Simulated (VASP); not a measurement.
GaAs: vibrations by perturbation theory with LDA

Crystal: GaAs.

```
As Ga
1.0
     0.00000    2.82685    2.82685
     2.82685    0.00000    2.82685
     2.82685    2.82685    0.00000
As Ga
1 1
Direct
  0.75000 0.75000 0.75000
  0.00000 0.00000 0.00000
```

```yaml
Program: VASP 6.6.1
Task: vibrations by perturbation theory
Functional: LDA
Potentials_or_basis: VASP PAW LDA potentials, release 64 (As, Ga_d)
Cutoff: 520 eV
k_mesh: 6 × 6 × 6
Occupations: fermi-dirac, width 0.05 eV
Spin: no spin polarisation
Dipole_correction: no
Further_INCAR_settings: ALGO = Normal; EDIFF = 1e-08; NBANDS = 16; IBRION = 8; NSW = 1
```

The highest phonon frequency at Γ, LO-TO splitting left out is 261 cm⁻¹.

Phonon frequencies in cm⁻¹ (negative: imaginary):
```csv
q point,frequencies
"(0.000, 0.000, 0.000)",0 0 0 261 261 261
```

Run time: 59 s on 1 thread of Intel(R) Xeon(R) 6975P-C (Granite Rapids) (shared host), peak memory 0.22 GiB.

Caveat: the cell wasn't relaxed at this level first, which shifts response properties.
